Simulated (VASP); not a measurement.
Wanted: the native input for a VASP 6.6.1 run.

| Item | Value |
| --- | --- |
| Task | single point |
| Functional | BLYP |
| Potentials or basis | VASP PAW PBE potentials, release 64 (Mn_pv) |
| Cutoff | 520 eV |
| k mesh | 14 × 14 × 4 |
| Occupations | fermi-dirac, width 0.05 eV |
| Spin | collinear spin, antiferromagnetic start |
| Starting moments | [3.0, 3.0, -3.0, -3.0] μB |
| Dipole correction | no |
| Further INCAR settings | ALGO = Normal; EDIFF = 1e-06; NBANDS = 38 |

The structure of Mn lies in POSCAR:

```
Mn
1.0
    2.5197019620      0.0000000000      0.0000000000
   -1.2598509810      2.1821259090      0.0000000000
    0.0000000000      0.0000000000      8.1515868228
Mn
4
Direct
    1.0000000000      1.0000000000      1.0000000000
    1.0000000000      1.0000000000      0.5000000000
    0.3333333333      0.6666666667      0.2500000000
    0.6666666667      0.3333333333      0.7500000000
```

This isn't the form of Mn at room conditions, which is a 58-atom cubic cell.

These files were run (other wordings do the same):

INCAR

```
SYSTEM = Mn
AGGAC    = 1.0          
AGGAX    = 1.0          
ALDAC    = 0.0          
ALDAX    = 1.0          
ALGO     = Normal         ! electronic algorithm
EDIFF    = 1E-6           ! SCF threshold, eV
ENCUT    = 520            ! plane-wave cutoff, eV
GGA      = B5             ! functional
ISIF     = 2              ! what is computed and relaxed
ISMEAR   = -1             ! smearing method
ISPIN    = 2              ! spin polarisation
LASPH    = .TRUE.         ! aspherical terms in the spheres
LCHARG   = .FALSE.        ! write CHGCAR
LMAXMIX  = 4              ! l up to which the mixer works
LORBIT   = 11             ! projections on sites
LREAL    = .FALSE.        ! projectors in reciprocal space
LWAVE    = .FALSE.        ! write WAVECAR
MAGMOM   = 3 3 -3 -3      ! initial moments
NBANDS   = 38             ! bands
NELM     = 150            ! most SCF steps
PREC     = Accurate       ! precision mode
SIGMA    = 0.05           ! smearing width, eV
```

KPOINTS

```
k-points
0
G
  14 14 4
  0 0 0
```

Potentials or basis: VASP PAW PBE potentials, release 64 (Mn_pv).

The run is started by

```console
$ cat potpaw_PBE.64/Mn_pv/POTCAR > POTCAR
$ mpirun -np 1 vasp_std > vasp.out
```

It gave:

The pressure is 0.2 GPa, the net moment is 0.16 μB per cell and the site moments are Mn +0.76, -0.68 (each value once) μB. The valence electrons inside the program's atomic spheres are Mn 11.96, 11.95 (each value once).

Caveat: the PAW data sets were made with another functional, which shifts forces and pressure a little.

It took 2.8 min on 1 thread of AMD EPYC 9R45 96-Core Processor (Zen 5) (shared host), peak memory 0.26 GiB.
